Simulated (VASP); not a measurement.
# Mg: single point with PBEsol+D3(BJ)

Mg:

```
Mg
1.0
     3.18776    0.00000    0.00000
    -1.59388    2.76068    0.00000
     0.00000    0.00000    5.17533
Mg
2
Cartesian
  1.5939 0.9202 3.8815
  0.0000 1.8405 1.2938
```

```yaml
Program: VASP 6.6.1
Task: single point
Functional: PBEsol
Dispersion: D3(BJ)
Potentials_or_basis: VASP PAW PBE potentials, release 64 (Mg)
Cutoff: 520 eV
k_mesh: 10 × 10 × 5
Occupations: fermi-dirac, width 0.05 eV
Spin: no spin polarisation
Dipole_correction: no
Further_INCAR_settings: ALGO = Normal; EDIFF = 1e-06; NBANDS = 9
```

* Pressure: -2.3 GPa
* Band gap on the k mesh: zero (band 2 reaches 3.29 eV, above the bottom of band 3 at 1.40 eV)
* Dispersion energy per atom: -0.264 eV

Stress tensor (GPa, compression positive):
```
-2.72  0.00  0.00
 0.00 -2.72  0.00
 0.00  0.00 -1.61
```

Levels at points of the mesh, in eV from the Fermi level:
```csv
k point,band 1,band 2,band 3,band 4,band 5
"(0.00, 0.00, 0.00)",-6.99,-1.73,-1.27,10.94,10.94
"(0.50, 0.00, 0.00)",-2.19,-2.16,2.64,2.99,3.27
```

Wall time 14 s on 1 thread of Intel Xeon 8259CL, on a shared host, peak memory 0.17 GiB.

Caveat: the PAW data sets were made with another functional, which shifts forces and pressure a little; pairwise dispersion overbinds metals, which lowers pressure and volume.
